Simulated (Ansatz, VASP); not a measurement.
Two plane-wave programs on Ge

File POSCAR:

```
Ge
1.0
    0.0000000000      2.8099234548      2.8099234548
    2.8099234548      0.0000000000      2.8099234548
    2.8099234548      2.8099234548      0.0000000000
Ge
2
Direct
    0.7500000000      0.7500000000      0.7500000000
    0.5000000000      0.5000000000      0.5000000000
```

Contents of INCAR.step1:

```
SYSTEM = Ge
PREC     = Accurate       ! precision mode
ENCUT    = 520            ! plane-wave cutoff, eV
EDIFF    = 1E-5           ! SCF threshold, eV
ISMEAR   = -1             ! smearing method
SIGMA    = 0.05           ! smearing width, eV
LREAL    = .False.        ! projectors in reciprocal space
LASPH    = .True.         ! aspherical terms in the spheres
NELM     = 80             ! most SCF steps
ALGO     = Normal         ! electronic algorithm
ISIF     = 2              ! what is computed and relaxed
LWAVE    = .True.         ! write WAVECAR
LCHARG   = .False.        ! write CHGCAR
NBANDS   = 21             ! bands
GGA      = PE             ! functional
```

File INCAR.step2:

```
SYSTEM = Ge
PREC     = Accurate       ! precision mode
ENCUT    = 520            ! plane-wave cutoff, eV
EDIFF    = 1E-6           ! SCF threshold, eV
ISMEAR   = -1             ! smearing method
SIGMA    = 0.05           ! smearing width, eV
LREAL    = .False.        ! projectors in reciprocal space
LASPH    = .True.         ! aspherical terms in the spheres
NELM     = 80             ! most SCF steps
ALGO     = Normal         ! electronic algorithm
ISIF     = 2              ! what is computed and relaxed
LWAVE    = .False.        ! write WAVECAR
LCHARG   = .False.        ! write CHGCAR
GGA      = PS             ! functional
LHFCALC  = .True.         ! exact exchange
AEXX     = 0.25           ! exact-exchange fraction
HFSCREEN = 0.207          ! screening, 1/A
PRECFOCK = Normal       
NBANDS   = 21             ! bands
ISTART   = 1
```

File KPOINTS:

```
regular mesh
0
Gamma
  4 4 4
  0 0 0
```

File input.yaml:

```yaml
crystal:
  lattice:
    - [0.0, 2.8099234548, 2.8099234548]
    - [2.8099234548, 0.0, 2.8099234548]
    - [2.8099234548, 2.8099234548, 0.0]
  atoms:
    - { symbol: Ge, position: [0.75, 0.75, 0.75] }
    - { symbol: Ge, position: [0.5, 0.5, 0.5] }
hamiltonian:
  xc:
    exchange: hjs_pbesol
    correlation: pbesol
    exx: { coeff: 0.25, omega: 0.207 }
  pseudopotentials: { kind: paw }
kpoints:
  mp_grid: { grid: [4, 4, 4] }
scf:
  occupations: { method: fermi_dirac, width: 0.05 }
output:
  forces: true
  stress: true
  eigenvalues: true
```

Alike in both runs: task single point; functional PBEsol-based screened hybrid with a share of 0.25 of exact exchange and HFSCREEN = 0.207; k mesh 4 × 4 × 4; occupations fermi-dirac, width 0.05 eV; no spin polarisation.

|  | VASP | Ansatz |
| --- | --- | --- |
| version | VASP 6.6.1 | Ansatz 0.2.0 |
| potentials or method | VASP PAW PBE potentials, release 64 (Ge_d) | Ansatz PAW |
| plane-wave cutoff (eV) | 520 | 420 |
| valence electrons in the cell | 28 | 28 |

VASP gave:

```
gap on the k mesh at the Fermi level (eV) : 0.89
least direct gap on the mesh (eV)         : 1.09
pressure (GPa)                            : 0.8
```

Task: Estimate Ansatz's values.

Result: gap on the k mesh at the Fermi level (eV): 0.88; least direct gap on the mesh (eV): 1.07; pressure (GPa): 0.7.

VASP's potentials were made for PBE, not for PBEsol-based screened hybrid.

The k mesh is coarse, so the values compare programs but aren't converged.
